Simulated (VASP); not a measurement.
A run of VASP 6.6.1 is set up as follows.

INCAR

```
PREC = Accurate
ENCUT = 520
EDIFF = 1E-8
ISMEAR = 0
SIGMA = 0.01
LREAL = False
LASPH = True
NELM = 100
ALGO = Normal
ISIF = 2
LWAVE = False
LCHARG = False
METAGGA = R2SCAN
LMIXTAU = True
NBANDS = 25
IBRION = 6
NFREE = 2
POTIM = 0.015
NSW = 1
```

File KPOINTS:

```
Automatic mesh
0
Gamma
  6 6 8
```

POSCAR

```
SiO2
1.0
    4.1847652134      0.0000000000      0.0000000000
    0.0000000000      4.1847652134      0.0000000000
    0.0000000000      0.0000000000      2.6684166556
Si O
2 4
Direct
    0.0000000000      0.0000000000      0.0000000000
    0.5000000000      0.5000000000      0.5000000000
    0.3061025507      0.3061025507      0.0000000000
    0.1938974493      0.8061025507      0.5000000000
    0.6938974493      0.6938974493      0.0000000000
    0.8061025507      0.1938974493      0.5000000000
```

Potentials or basis: VASP PAW PBE potentials, release 64 (Si, O).

Command:

```bash
$ cat potpaw_PBE.64/Si/POTCAR potpaw_PBE.64/O/POTCAR > POTCAR
$ mpirun -np 1 vasp_std > vasp.out
```

(1) Estimate the highest phonon frequency at Γ, LO-TO splitting left out.

Results:

(1) 959 cm⁻¹.
